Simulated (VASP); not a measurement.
Mg:

```
Mg
1.0
     3.20930    0.00000    0.00000
    -1.60465    2.77934    0.00000
     0.00000    0.00000    5.21030
Mg
2
Direct
  0.33333 0.66667 0.25000
  0.66667 0.33333 0.75000
```

| Item | Value |
| --- | --- |
| Program | VASP 6.6.1 |
| Task | relaxation of cell and atoms |
| Functional | r2SCAN |
| Potentials or basis | VASP PAW PBE potentials, release 64 (Mg) |
| Cutoff | 600 eV |
| k mesh | 15 × 15 × 8 |
| Occupations | gaussian, width 0.1 eV |
| Spin | no spin polarisation |

At the start: pressure -1.4 GPa; volume 23.24 Å³/atom.

How do energy, volume and symmetry change on relaxing?

Over 8 steps the energy falls by 4.4 meV/atom and the volume is 22.40 Å³/atom (-3.6 %); space group P6_3/mmc (No. 194, to 0.1 Å) before and after.

The path:
| step | energy change (eV) | largest force (eV/Å) | pressure (GPa) | volume (Å³) |
| --- | --- | --- | --- | --- |
| 1 | 0.0000 | 0.0000 | -1.38 | 46.47 |
| 2 | -0.0079 | 0.0000 | -0.31 | 45.15 |
| 3 | -0.0084 | 0.0000 | 0.04 | 44.75 |
| 4 | -0.0084 | 0.0000 | 0.07 | 44.72 |
| 5 | -0.0087 | 0.0000 | 0.05 | 44.74 |
| 6 | -0.0088 | 0.0000 | 0.02 | 44.78 |
| 7 | -0.0088 | 0.0000 | 0.02 | 44.77 |
| 8 | -0.0088 | 0.0000 | 0.00 | 44.80 |

Final structure:
```
Mg
1.0
     3.18670    0.00000    0.00000
    -1.59335    2.75976    0.00000
     0.00000    0.00000    5.09376
Mg
2
Cartesian
  0.0000 1.8398 1.2734
  1.5934 0.9199 3.8203
```

Caveat: the PAW data sets were made with another functional, which shifts forces and pressure a little.
